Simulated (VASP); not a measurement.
Write the native input for VASP 6.6.1 that does the following.

```yaml
Task: single point
Functional: PBE
Potentials_or_basis: VASP PAW PBE potentials, release 64 (Hg)
Cutoff: 520 eV
k_mesh: 9 × 9 × 10
Occupations: gaussian, width 0.05 eV
Spin: no spin polarisation
Dipole_correction: no
Further_INCAR_settings: ALGO = Fast; EDIFF = 1e-07; NBANDS = 25
```

The structure of Hg lies in POSCAR:

```
Hg
1.0
    4.5400000000      0.0000000000      0.0000000000
   -2.2700000000      3.9317553332      0.0000000000
    0.0000000000      0.0000000000      3.8700000000
Hg
3
Direct
    0.3485927956      0.6918748528      0.5289260254
    0.0000000000      0.0000000000      0.0000000000
    0.6666666667      0.3333333333      0.5000000000
```

These files were run (other wordings do the same):

INCAR

```
PREC     = Accurate       # precision mode
ENCUT    = 520            # plane-wave cutoff, eV
EDIFF    = 1E-7           # SCF threshold, eV
ISMEAR   = 0              # smearing method
SIGMA    = 0.05           # smearing width, eV
LREAL    = F              # projectors in reciprocal space
LASPH    = T              # aspherical terms in the spheres
NELM     = 100            # most SCF steps
ALGO     = Fast           # electronic algorithm
ISIF     = 2              # what is computed and relaxed
LWAVE    = F              # write WAVECAR
LCHARG   = F              # write CHGCAR
GGA      = PE             # functional
NBANDS   = 25             # bands
```

KPOINTS

```
Automatic mesh
0
Gamma
  9 9 10
```

Potentials or basis: VASP PAW PBE potentials, release 64 (Hg).

Command:

```sh
$ cat potpaw_PBE.64/Hg/POTCAR > POTCAR
$ mpirun -np 1 vasp_std > vasp.out
```

It gave:

- Pressure: 14.5 GPa
- Largest force: 1.417 eV/Å
- Band gap on the k mesh: zero (band 18 reaches 7.20 eV, above the bottom of band 19 at 1.40 eV)

Caveat: spin-orbit coupling is left out, which moves the levels of the heavy elements; forces of over 1 eV/Å act on the atoms, so gaps and moduli don't describe the material at rest.

It took 3.7 min on 1 thread of Intel(R) Xeon(R) 6975P-C (Granite Rapids) (shared host), peak memory 0.59 GiB.
